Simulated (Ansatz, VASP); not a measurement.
**Rb in VASP and in Ansatz**

INCAR

```
SYSTEM = Rb
ALGO = Normal ; EDIFF = 1E-6
ENCUT = 500 ; GGA = PE
GGA_COMPAT = .FALSE. ; ISIF = 2
ISMEAR = 0 ; LASPH = .TRUE.
LCHARG = .FALSE. ; LREAL = .FALSE.
LWAVE = .FALSE. ; NBANDS = 10
NELM = 120 ; PREC = Accurate
SIGMA = 0.1
```

KPOINTS

```
k-points
0
G
  2 2 2
  0 0 0
```

POSCAR

```
Rb
1.0
    0.0000000000      3.6398846700      3.6398846700
    3.6398846700      0.0000000000      3.6398846700
    3.6398846700      3.6398846700      0.0000000000
Rb
1
Direct
    0.0000000000      0.0000000000      0.0000000000
```

Input for Ansatz:

```yaml
crystal:
  lattice:
    - [0.0, 3.63988467, 3.63988467]
    - [3.63988467, 0.0, 3.63988467]
    - [3.63988467, 3.63988467, 0.0]
  atoms:
    - { symbol: Rb, position: [0.0, 0.0, 0.0] }
basis:
  ecutwfc: 610
  ecutrho_ratio: 10
kpoints:
  mp_grid: { grid: [2, 2, 2] }
hamiltonian:
  xc: pbe
scf:
  occupations: { method: gaussian, width: 0.1 }
  max_iter: 58
output:
  forces: true
  stress: true
  eigenvalues: true
```

Alike in both runs: task single point; functional PBE; k mesh 2 × 2 × 2; occupations gaussian, width 0.1 eV; no spin polarisation.

|  | VASP | Ansatz |
| --- | --- | --- |
| version | VASP 6.6.1 | Ansatz 0.2.0 |
| potentials or method | VASP PAW PBE potentials, release 64 (Rb_sv), cutoff 500 eV | scalar-relativistic, plane waves, PAW |
| valence electrons in the cell | 9 | 9 |

```tsv
	VASP	Ansatz	Ansatz less VASP
gap on the k mesh at the Fermi level (eV)	none	none	-
pressure (GPa)	-0.2	-0.2	0.00
```

A gap of «none» marks a metal or a gap that the smearing closes.

The k mesh is coarse, so the values compare programs but aren't converged.
